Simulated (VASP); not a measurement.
# Ir (Fm-3m) in VASP: a series of runs

Runs on Ir. Level: LDA. Tasks: single point, relaxation of cell and atoms.

All numbers are computed with VASP 6.6.1; they aren't measurements. Logs are shortened: lines on timing, memory, paths and dates and some standing lists are left out, and cuts for length are marked.

## 1. The cell of the first run

The structure is cubic, space group Fm-3m (No. 225). Conventional cell: a = 3.812 Å, b = 3.812 Å, c = 3.812 Å, α = 90.00°, β = 90.00°, γ = 90.00°. Within 3.6 Å of Ir (site symmetry m-3m) lie 12 Ir at 2.70 Å.

## 2. Single point, LDA

File INCAR:

```
  PREC = Accurate
  ENCUT = 520
  EDIFF = 1E-6
  ISMEAR = -1
  SIGMA = 0.08
  LREAL = False
  LASPH = True
  NELM = 80
  ALGO = Normal
  ISIF = 2
  LWAVE = False
  LCHARG = False
  GGA = CA
  NBANDS = 10
```

File KPOINTS:

```
Automatic mesh
0
Gamma
  19 19 19
```

File POSCAR:

```
Ir
1.0
    0.0000000000      1.9059363364      1.9059363364
    1.9059363364      0.0000000000      1.9059363364
    1.9059363364      1.9059363364      0.0000000000
Ir
1
Direct
    0.0000000000      0.0000000000      0.0000000000
```

Potentials or basis: VASP PAW LDA potentials, release 64 (Ir).

The run is started by

```sh
> cat potpaw_LDA.64/Ir/POTCAR > POTCAR
> mpirun -np 1 vasp_std > vasp.out
```

OUTCAR:

```text
PREC = Accurate
   ENCUT = 520
   EDIFF = 1E-6
   ISMEAR = -1
   LREAL = False
   LASPH = True
   NELM = 80
   ISIF = 2
   GGA = CA

 ion  position               nearest neighbor table
   1  0.000  0.000  0.000-

  LATTYP: Found a face centered cubic cell.
 ALAT       =     3.8118726728

  Lattice vectors:

 A1 = (   0.0000000000,   1.9059363364,   1.9059363364)
 A2 = (   1.9059363364,   0.0000000000,   1.9059363364)
 A3 = (   1.9059363364,   1.9059363364,   0.0000000000)

Analysis of symmetry for initial positions (statically):
=====================================================================
 Subroutine PRICEL returns:
 Original cell was already a primitive cell.

 Routine SETGRP: Setting up the symmetry group for a
 face centered cubic supercell.

 Subroutine GETGRP returns: Found 48 space group operations
 (whereof 48 operations were pure point group operations)
 out of a pool of 48 trial point group operations.

The static configuration has the point symmetry O_h .

Analysis of symmetry for dynamics (positions and initial velocities):
=====================================================================
 Subroutine PRICEL returns:
 Original cell was already a primitive cell.

 Routine SETGRP: Setting up the symmetry group for a
 face centered cubic supercell.

 Subroutine GETGRP returns: Found 48 space group operations
 (whereof 48 operations were pure point group operations)
 out of a pool of 48 trial point group operations.

The dynamic configuration has the point symmetry O_h .

 Subroutine INISYM returns: Found 48 space group operations
 (whereof 48 operations are pure point group operations),
 and found     1 'primitive' translations

----------------------------------------------------------------------------------------

                                     Primitive cell

  volume of cell :      13.8470

  direct lattice vectors                    reciprocal lattice vectors
     0.000000000  1.905936336  1.905936336    -0.262338248  0.262338248  0.262338248
     1.905936336  0.000000000  1.905936336     0.262338248 -0.262338248  0.262338248
     1.905936336  1.905936336  0.000000000     0.262338248  0.262338248 -0.262338248

  length of vectors
     2.695401016  2.695401016  2.695401016     0.454383175  0.454383175  0.454383175

  position of ions in fractional coordinates (direct lattice)
     0.000000000  0.000000000  0.000000000

  ion indices of the primitive-cell ions
   primitive index   ion index
                 1           1

----------------------------------------------------------------------------------------

 KPOINTS: Automatic mesh

Automatic generation of k-mesh.
 Grid dimensions read from file:
 generate k-points for:   19   19   19

 Generating k-lattice:

  Cartesian coordinates                     Fractional coordinates (reciprocal lattice)
    -0.013807276  0.013807276  0.013807276     0.052631579  0.000000000  0.000000000
     0.013807276 -0.013807276  0.013807276     0.000000000  0.052631579  0.000000000
     0.013807276  0.013807276 -0.013807276     0.000000000  0.000000000  0.052631579

  Length of vectors
     0.023914904  0.023914904  0.023914904

  Shift w.r.t. Gamma in fractional coordinates (k-lattice)
     0.000000000  0.000000000  0.000000000

 Subroutine IBZKPT returns following result:
 ===========================================

 Found    220 irreducible k-points:

 Following reciprocal coordinates:
            Coordinates               Weight
  0.000000  0.000000  0.000000      1.000000
  0.052632  0.000000  0.000000      8.000000
  0.105263  0.000000  0.000000      8.000000
  0.157895  0.000000  0.000000      8.000000
  0.210526  0.000000  0.000000      8.000000
  0.263158  0.000000  0.000000      8.000000
[... 16 lines left out ...]
 -0.315789  0.052632  0.000000     24.000000
 -0.263158  0.052632  0.000000     24.000000
 [... further k-points ...]
   k-points           NKPTS =    220   k-points in BZ     NKDIM =    220   number of bands    NBANDS=     10
   number of dos      NEDOS =    301   number of ions     NIONS =      1
   total plane-waves  NPLWV =   8000
   dimension x,y,z NGX =    20 NGY =   20 NGZ =   20
   dimension x,y,z NGXF=    40 NGYF=   40 NGZF=   40
   ions per type =               1
   NGX,Y,Z   is equivalent  to a cutoff of  12.34, 12.34, 12.34 a.u.
   NGXF,Y,Z  is equivalent  to a cutoff of  24.67, 24.67, 24.67 a.u.
 SYSTEM =  unknown system
   PREC   = accura    normal or accurate (medium, high low for compatibility)
   ISTART =      0    job   : 0-new  1-cont  2-samecut
   ICHARG =      2    charge: 1-file 2-atom 10-const
   ISPIN  =      1    spin polarized calculation?
   LNONCOLLINEAR =      F non collinear calculations
   LSORBIT =      F    spin-orbit coupling
   LASPH  =      T    aspherical Exc in radial PAW
   ENCUT  =  520.0 eV  38.22 Ry    6.18 a.u.   5.01  5.01  5.01*2*pi/ulx,y,z
   NELM   =     80;   NELMIN=  2; NELMDL= -5     # of ELM steps
   EDIFF  = 0.1E-05   stopping-criterion for ELM
   LREAL  =      F    real-space projection
   EDIFFG = 0.1E-04   stopping-criterion for IOM
   NSW    =      0    number of steps for IOM
   IBRION =     -1    ionic relax: 0-MD 1-quasi-New 2-CG
   NFREE  =      0    steps in history (QN), initial steepest desc. (CG)
   ISIF   =      2    stress and relaxation
   ISYM   =      2    0-nonsym 1-usesym 2-fastsym
   POTIM  = 0.5000    time-step for ionic-motion
   TEBEG  =    0.0;   TEEND  =   0.0 temperature during run
   PSTRESS=    0.0 pullay stress
   NELECT =       9.0000    total number of electrons
   NUPDOWN=      -1.0000    fix difference up-down
   EMIN   =  10.00;   EMAX   =-10.00  energy-range for DOS
   EFERMI =   0.00;   METHOD = LEGACY
   ISMEAR =    -1;   SIGMA  =   0.08  broadening in eV -4-tet -1-fermi 0-gaus
   EFERMI_NEDOS =   21; number of points for ismear=-14 and -15
   IALGO  =     38    algorithm
   IMIX   =      4    mixing-type and parameters
     AMIX     =   0.40;   BMIX     =  1.00
     AMIX_MAG =   1.60;   BMIX_MAG =  1.00
  volume/ion in A,a.u.               =      13.85        93.44
  Fermi-wavevector in a.u.,A,eV,Ry     =   1.418090  2.679802 27.361053  2.010981
  Thomas-Fermi vector in A             =   2.539252
   LORBIT       =      0    0 simple, 1 ext, 2 COOP (PROOUT), +10 PAW based schemes
   GGA     = CA    functional components
   LHFCALC =     F    Hartree Fock is set to
   AEXX    =    0.0000 exact exchange contribution
   IVDW    =     0    specifies the selected vdW correction
   LEPSILON=     F    determine dielectric tensor
   LRPA    =     F    only Hartree local field effects (RPA)
 non-spin polarized calculation
  energy-cutoff  :      520.00
  volume of cell :       13.85
 maximum number of plane-waves:       381
   NGX =  9   NGY =  9   NGZ =  9

 number of electron       9.0000001 magnetization

 Free energy of the ion-electron system (eV)
  ---------------------------------------------------
  ext. energy  EPLUGINS =         0.00000000
  ---------------------------------------------------
  free energy    TOTEN  =       -10.32944795 eV

  energy without entropy =      -10.30670603  energy(sigma->0) =      -10.31807699

 E-fermi :  10.6733     XC(G=0): -14.2633

 val. band max:       10.6730957315   @ k =  -0.1579   0.1579   0.0526
 cond. band min:      10.6767358254   @ k =   0.4737   0.3684   0.0000
 fundamental gap:      0.0036400938
 Fermi energy:        10.6732966169

 k-point     1 :       0.0000    0.0000    0.0000
  band No.  band energies     occupation
      1      -0.6456      2.00000
      2       6.6471      2.00000
      3       6.6471      2.00000
      4       6.6471      2.00000
      5       9.4681      2.00000
      6       9.4681      2.00000
      7      24.9899      0.00000
      8      30.6581      0.00000
      9      30.6581      0.00000
     10      30.6581      0.00000

 k-point     2 :       0.0526    0.0000    0.0000
  band No.  band energies     occupation
      1      -0.5189      2.00000
      2       6.5783      2.00000
      3       6.7030      2.00000
      4       6.7030      2.00000
      5       9.4308      2.00000
      6       9.4308      2.00000
      7      25.2125      0.00000
      8      29.9842      0.00000
      9      30.8694      0.00000
     10      30.8694      0.00000

 k-point     3 :       0.1053    0.0000    0.0000
  band No.  band energies     occupation
      1      -0.1509      2.00000
      2       6.3993      2.00000
      3       6.8521      2.00000
      4       6.8521      2.00000
      5       9.3457      2.00000
      6       9.3457      2.00000
      7      25.8307      0.00000
      8      28.6290      0.00000
      9      31.4860      0.00000
     10      31.4860      0.00000

 k-point     4 :       0.1579    0.0000    0.0000
  band No.  band energies     occupation
      1       0.4175      2.00000
      2       6.1878      2.00000
      3       7.0308      2.00000
      4       7.0308      2.00000
      5       9.2955      2.00000
      6       9.2955      2.00000
      7      26.5972      0.00000
      8      27.2619      0.00000
      9      32.4576      0.00000
     10      32.4576      0.00000
[... 222 lines left out ...]
 k-point    22 :      -0.3684    0.0526    0.0000
  band No.  band energies     occupation
      1       2.4617      2.00000
      2       6.6544      2.00000
      3       6.7885      2.00000
      4       7.9313      2.00000
      5      10.7203      0.71421
      6      11.5751      0.00003
      7      20.4940      0.00000
      8      25.5348      0.00000
      9      31.1011      0.00000
     10      32.6244      0.00000

 k-point    23 :      -0.3158    0.0526    0.0000
  band No.  band energies     occupation
      1       2.3563      2.00000
      2       6.7944      2.00000
      3       6.9519      2.00000
      4       6.9602      2.00000
      5      10.0994      1.99847
      6      10.9957      0.03492
      7      22.2197      0.00000
      8      26.4288      0.00000
      9      32.1192      0.00000
     10      34.3515      0.00000

 k-point    24 :      -0.2632    0.0526    0.0000
  band No.  band energies     occupation
      1       2.0225      2.00000
      2       6.2140      2.00000
      3       7.0304      2.00000
      4       7.1245      2.00000
      5       9.5131      2.00000
      6      10.4076      1.93028
      7      23.8324      0.00000
      8      27.4199      0.00000
      9      33.1086      0.00000
     10      34.3653      0.00000

 [... further k-points ...]
[... 5 lines left out ...]
  --------------------------------------------------------------------------------------
  -------------------------------------------------------------------------------------
  Total        0.2289753      0.2289753      0.2289753      0.0000000     -0.0000000      0.0000000
  in kB       26.4937918     26.4937918     26.4937918      0.0000000     -0.0000000      0.0000000
  external PRESSURE =      26.4937918 kB  Pullay stress =       0.0000000 kB

 VOLUME and BASIS-vectors are now :
 -----------------------------------------------------------------------------
  energy-cutoff  :      520.00
  volume of cell :       13.85
      direct lattice vectors                 reciprocal lattice vectors
     0.000000000  1.905936336  1.905936336    -0.262338248  0.262338248  0.262338248
     1.905936336  0.000000000  1.905936336     0.262338248 -0.262338248  0.262338248
     1.905936336  1.905936336  0.000000000     0.262338248  0.262338248 -0.262338248

 POSITION                                       TOTAL-FORCE (eV/Angst)
 -----------------------------------------------------------------------------------
      0.00000      0.00000      0.00000        -0.000000      0.000000      0.000000
 -----------------------------------------------------------------------------------
    total drift:                                0.000000      0.000000      0.000000

  FREE ENERGIE OF THE ION-ELECTRON SYSTEM (eV)
  ---------------------------------------------------
  free  energy   TOTEN  =       -10.3294479548 eV

  energy  without entropy=      -10.3067060343  energy(sigma->0) =      -10.31807699
```

Wall time 29 s (1 thread of Intel Xeon Platinum 8375C at 2.90GHz (Ice Lake), shared host); peak memory 0.15 GiB.

What came out:

```yaml
Free_energy: -10.3294 eV
Pressure: 2.6 GPa
Band_gap_on_the_k_mesh: zero (an odd number of electrons rules out a gap without spin polarisation)
```

Caveat: spin-orbit coupling is left out, which moves the levels of the heavy elements.

## 3. Relaxation of cell and atoms, LDA

This run uses another cell than the first one, of 14.15 Å³/atom.

File INCAR:

```
ALGO = Normal
EDIFF = 1E-6
EDIFFG = -0.005
ENCUT = 600
IBRION = 2
ISIF = 3
ISMEAR = -1
LASPH = True
LCHARG = False
LREAL = False
LWAVE = False
NELM = 60
NSW = 60
PREC = Accurate
SIGMA = 0.08
```

File KPOINTS:

```
k-points
0
Gamma
  19 19 19
```

File POSCAR:

```
Ir
1.0
    0.0000000000      1.9197388244      1.9197388244
    1.9197388244      0.0000000000      1.9197388244
    1.9197388244      1.9197388244      0.0000000000
Ir
1
Direct
    0.0000000000      0.0000000000      0.0000000000
```

Potentials or basis: VASP PAW LDA potentials, release 64 (Ir).

The run is started by

```sh
> cat potpaw_LDA.64/Ir/POTCAR > POTCAR
> mpirun -np 1 vasp_std > vasp.out
```

OUTCAR:

```text
EDIFF = 1E-6
   EDIFFG = -0.005
   ENCUT = 600
   IBRION = 2
   ISIF = 3
   ISMEAR = -1
   LASPH = True
   LREAL = False
   NELM = 60
   NSW = 60
   PREC = Accurate

 ion  position               nearest neighbor table
   1  0.000  0.000  0.000-

  LATTYP: Found a face centered cubic cell.
 ALAT       =     3.8394776488

  Lattice vectors:

 A1 = (   0.0000000000,   1.9197388244,   1.9197388244)
 A2 = (   1.9197388244,   0.0000000000,   1.9197388244)
 A3 = (   1.9197388244,   1.9197388244,   0.0000000000)

Analysis of symmetry for initial positions (statically):
=====================================================================
 Subroutine PRICEL returns:
 Original cell was already a primitive cell.

 Routine SETGRP: Setting up the symmetry group for a
 face centered cubic supercell.

 Subroutine GETGRP returns: Found 48 space group operations
 (whereof 48 operations were pure point group operations)
 out of a pool of 48 trial point group operations.

The static configuration has the point symmetry O_h .

Analysis of symmetry for dynamics (positions and initial velocities):
=====================================================================
 Subroutine PRICEL returns:
 Original cell was already a primitive cell.

 Routine SETGRP: Setting up the symmetry group for a
 face centered cubic supercell.

 Subroutine GETGRP returns: Found 48 space group operations
 (whereof 48 operations were pure point group operations)
 out of a pool of 48 trial point group operations.

The dynamic configuration has the point symmetry O_h .

 Subroutine INISYM returns: Found 48 space group operations
 (whereof 48 operations are pure point group operations),
 and found     1 'primitive' translations

[... 118 lines left out ...]
   LHFCALC =     F    Hartree Fock is set to
   AEXX    =    0.0000 exact exchange contribution
   IVDW    =     0    specifies the selected vdW correction
   LEPSILON=     F    determine dielectric tensor
   LRPA    =     F    only Hartree local field effects (RPA)
 conjugate gradient relaxation of ions
 non-spin polarized calculation
  energy-cutoff  :      600.00
  volume of cell :       14.15
 maximum number of plane-waves:       495
 NGX is ok and might be reduce to    24
   NGX = 11   NGY = 11   NGZ = 11

--------------------------------------- Ionic step        1  -------------------------------------------

 number of electron       9.0000000 magnetization

 Free energy of the ion-electron system (eV)
  ---------------------------------------------------
  ext. energy  EPLUGINS =         0.00000000
  ---------------------------------------------------
  free energy    TOTEN  =       -10.32651952 eV

  energy without entropy =      -10.30311659  energy(sigma->0) =      -10.31481805

------------------------ aborting loop because EDIFF is reached ----------------------------------------

  FORCE on cell =-STRESS in cart. coord.  units (eV):
  Direction    XX          YY          ZZ          XY          YZ          ZX
  --------------------------------------------------------------------------------------
  -------------------------------------------------------------------------------------
  Total       -0.5119843     -0.5119843     -0.5119843     -0.0000000     -0.0000000      0.0000000
  in kB      -57.9709972    -57.9709972    -57.9709972     -0.0000000     -0.0000000      0.0000000
  external PRESSURE =     -57.9709972 kB  Pullay stress =       0.0000000 kB
[... 92 lines left out ...]
--------------------------------------- Ionic step        4  -------------------------------------------

 number of electron       9.0000000 magnetization

 Free energy of the ion-electron system (eV)
  ---------------------------------------------------
  ext. energy  EPLUGINS =         0.00000000
  ---------------------------------------------------
  free energy    TOTEN  =       -10.33037715 eV

  energy without entropy =      -10.30743121  energy(sigma->0) =      -10.31890418

 E-fermi :  10.5521     XC(G=0): -14.2244

 val. band max:       10.5510595366   @ k =  -0.1579   0.1579   0.0526
 cond. band min:      10.5554774875   @ k =   0.4737   0.3684   0.0000
 fundamental gap:      0.0044179509
 Fermi energy:        10.5520696127

 k-point     1 :       0.0000    0.0000    0.0000
  band No.  band energies     occupation
      1      -0.6938      2.00000
      2       6.5673      2.00000
      3       6.5673      2.00000
      4       6.5673      2.00000
      5       9.3586      2.00000
      6       9.3586      2.00000
      7      24.8843      0.00000
      8      30.5116      0.00000
[... 243 lines left out ...]
 k-point    24 :      -0.2632    0.0526    0.0000
  band No.  band energies     occupation
      1       1.9633      2.00000
      2       6.1353      2.00000
      3       6.9476      2.00000
      4       7.0410      2.00000
      5       9.4051      2.00000
      6      10.2890      1.92803
      7      23.6746      0.00000
      8      27.2596      0.00000

 [... further k-points ...]
[... 5 lines left out ...]
  --------------------------------------------------------------------------------------
  -------------------------------------------------------------------------------------
  Total       -0.0011375     -0.0011375     -0.0011375      0.0000000      0.0000000      0.0000000
  in kB       -0.1307334     -0.1307334     -0.1307334      0.0000000      0.0000000      0.0000000
  external PRESSURE =      -0.1307334 kB  Pullay stress =       0.0000000 kB
[... 16 lines left out ...]
  FREE ENERGIE OF THE ION-ELECTRON SYSTEM (eV)
  ---------------------------------------------------
  free  energy   TOTEN  =       -10.3303771527 eV

  energy  without entropy=      -10.3074312116  energy(sigma->0) =      -10.31890418

 reached required accuracy - stopping structural energy minimisation
```

OSZICAR:

```text
N       E                     dE             d eps       ncg     rms          rms(c)
DAV:   1     0.478544121559E+02    0.47854E+02   -0.49146E+03  3528   0.116E+03
DAV:   2    -0.101823306162E+02   -0.58037E+02   -0.56090E+02  3536   0.216E+02
DAV:   3    -0.109410706931E+02   -0.75874E+00   -0.75759E+00  5160   0.340E+01
[... 26 lines left out ...]
   3 F= -.10330374E+02 E0= -.10318896E+02  d E =-.385477E-02
       N       E                     dE             d eps       ncg     rms          rms(c)
DAV:   1    -0.103303840673E+02   -0.98068E-05   -0.27266E-04  3752   0.284E-01    0.268E-02
DAV:   2    -0.103303778366E+02    0.62307E-05   -0.16147E-05  3928   0.575E-02    0.906E-03
DAV:   3    -0.103303771527E+02    0.68393E-06   -0.28630E-06  1912   0.229E-02
   4 F= -.10330377E+02 E0= -.10318904E+02  d E =-.385763E-02
```

Run time: 68 s. Hardware: 1 thread of Intel Xeon Platinum 8375C at 2.90GHz (Ice Lake), shared host; peak memory 0.17 GiB.

Results:

* Free energy: -10.3304 eV
* Relaxed volume: 13.94 Å³/atom
* Relaxed cell: a = 2.701 Å, b = 2.701 Å, c = 2.701 Å, α = 60.00°, β = 60.00°, γ = 60.00°
* Space group after relaxing (to 0.1 Å): Fm-3m (No. 225)
* Energy gained by relaxing: 3.9 meV/atom
* Ionic steps: 4
* Pressure after relaxing: 0.0 GPa
* Band gap on the k mesh: zero (an odd number of electrons rules out a gap without spin polarisation)

The path:
```tsv
step	energy change (eV)	largest force (eV/Å)	pressure (GPa)	volume (Å³)
1	0.0000	0.0000	-5.80	14.15
2	0.0633	0.0000	28.15	13.13
3	-0.0039	0.0000	-0.17	13.95
4	-0.0039	0.0000	-0.01	13.94
```

Final structure:
```yaml
crystal:
  lattice:
    - [0.00000, 1.91021, 1.91021]
    - [1.91021, 0.00000, 1.91021]
    - [1.91021, 1.91021, 0.00000]
  atoms:
    - { symbol: Ir, position: [0.00000, 0.00000, 0.00000] }
```

Caveat: spin-orbit coupling is left out, which moves the levels of the heavy elements.
